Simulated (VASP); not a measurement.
Input of a VASP 6.6.1 run:

File POSCAR:

```
BeSiSb2
1.0
    4.1682974032      0.0000000000      0.0000000000
    0.0000000000      4.1682974032      0.0000000000
    0.0000000000      0.0000000000     11.4383195721
Be Sb Si
2 4 2
Direct
    0.5000000000      0.0000000000      0.8882193987
    0.0000000000      0.5000000000      0.1117806013
    0.5000000000      0.5000000000      0.0000000000
    0.0000000000      0.0000000000      0.2246233559
    0.5000000000      0.5000000000      0.5000000000
    0.0000000000      0.0000000000      0.7753766441
    0.5000000000      0.0000000000      0.3610628851
    0.0000000000      0.5000000000      0.6389371149
```

File INCAR.step1:

```
ALGO = Normal
EDIFF = 1E-4
ENCUT = 520
GGA = PE
ISMEAR = -1
LASPH = T
LCHARG = F
LREAL = F
LWAVE = T
NBANDS = 26
NELM = 60
PREC = Accurate
SIGMA = 0.02
```

Contents of INCAR.step2:

```
ALGO = Normal
EDIFF = 1E-6
ENCUT = 520
ISIF = 2
ISMEAR = -1
ISTART = 1
LASPH = T
LCHARG = F
LMIXTAU = T
LREAL = F
LWAVE = F
METAGGA = R2SCAN
NBANDS = 26
NELM = 60
PREC = Accurate
SIGMA = 0.02
```

KPOINTS

```
k-points
0
Gamma
  6 6 2
```

Potentials or basis: VASP PAW PBE potentials, release 64 (Be, Sb, Si).

Command:

```sh
$ cat potpaw_PBE.64/Be/POTCAR potpaw_PBE.64/Sb/POTCAR potpaw_PBE.64/Si/POTCAR > POTCAR
$ cp INCAR.step1 INCAR
$ mpirun -np 1 vasp_std > vasp.out
$ cp INCAR.step2 INCAR
$ mpirun -np 1 vasp_std > vasp.out
```

Task: Estimate the band gap on the k mesh.

Result: Zero (bands 16 and 17 overlap by 0.16 eV).

Task: What does it give for the pressure?

Result: 0.3 GPa.

Forces in eV/Å, atoms in the order of the input:
```
Be   0.000  0.000 -0.012
Be   0.000  0.000  0.012
Sb   0.000  0.000  0.000
Sb   0.000  0.000 -0.037
Sb   0.000  0.000  0.000
Sb   0.000  0.000  0.037
Si   0.000  0.000  0.027
Si   0.000  0.000 -0.027
```

Caveat: semilocal functionals underestimate gaps, and a narrow one can read as zero; the PAW data sets were made with another functional, which shifts forces and pressure a little; spin-orbit coupling is left out, which moves the levels of the heavy elements.
